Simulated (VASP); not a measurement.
A run of VASP 6.6.1:

File POSCAR:

```
Sb
1.0
    0.0000000000      2.3712425216      2.3712425216
    2.3712425216      0.0000000000      2.3712425216
    2.3712425216      2.3712425216      0.0000000000
Sb
1
Direct
    0.0000000000      0.0000000000      0.0000000000
```

The input INCAR.step1:

```
ALGO     = Normal         # electronic algorithm
EDIFF    = 1E-5           # SCF threshold, eV
ENCUT    = 520            # plane-wave cutoff, eV
GGA      = PE             # functional
ISIF     = 2              # what is computed and relaxed
ISMEAR   = -1             # smearing method
LASPH    = T              # aspherical terms in the spheres
LCHARG   = F              # write CHGCAR
LREAL    = F              # projectors in reciprocal space
LWAVE    = T              # write WAVECAR
NBANDS   = 8              # bands
NELM     = 60             # most SCF steps
PREC     = Accurate       # precision mode
SIGMA    = 0.05           # smearing width, eV
```

INCAR.step2

```
AEXX     = 0.25           # exact-exchange fraction
ALGO     = Normal         # electronic algorithm
EDIFF    = 1E-6           # SCF threshold, eV
ENCUT    = 520            # plane-wave cutoff, eV
ISIF     = 2              # what is computed and relaxed
ISMEAR   = -1             # smearing method
ISTART   = 1            
LASPH    = T              # aspherical terms in the spheres
LCHARG   = F              # write CHGCAR
LHFCALC  = T              # exact exchange
LMIXTAU  = T            
LREAL    = F              # projectors in reciprocal space
LWAVE    = F              # write WAVECAR
METAGGA  = R2SCAN         # meta-GGA
NBANDS   = 8              # bands
NELM     = 60             # most SCF steps
PREC     = Accurate       # precision mode
PRECFOCK = Normal       
SIGMA    = 0.05           # smearing width, eV
```

KPOINTS

```
k-points
0
Gamma
  6 6 6
```

Potentials or basis: VASP PAW PBE potentials, release 64 (Sb).

Launch:

```console
$ cat potpaw_PBE.64/Sb/POTCAR > POTCAR
$ cp INCAR.step1 INCAR
$ mpirun -np 1 vasp_std > vasp.out
$ cp INCAR.step2 INCAR
$ mpirun -np 1 vasp_std > vasp.out
```

Hardware: 1 thread of Intel(R) Xeon(R) Platinum 8175M CPU @ 2.50GHz (Skylake/Cascade Lake) (shared host).

Estimate the wall time of this run.

Wall time 7 min on 1 thread of Intel(R) Xeon(R) Platinum 8175M CPU @ 2.50GHz (Skylake/Cascade Lake), with other jobs on the host, peak memory 0.17 GiB. Counts: k points 16.
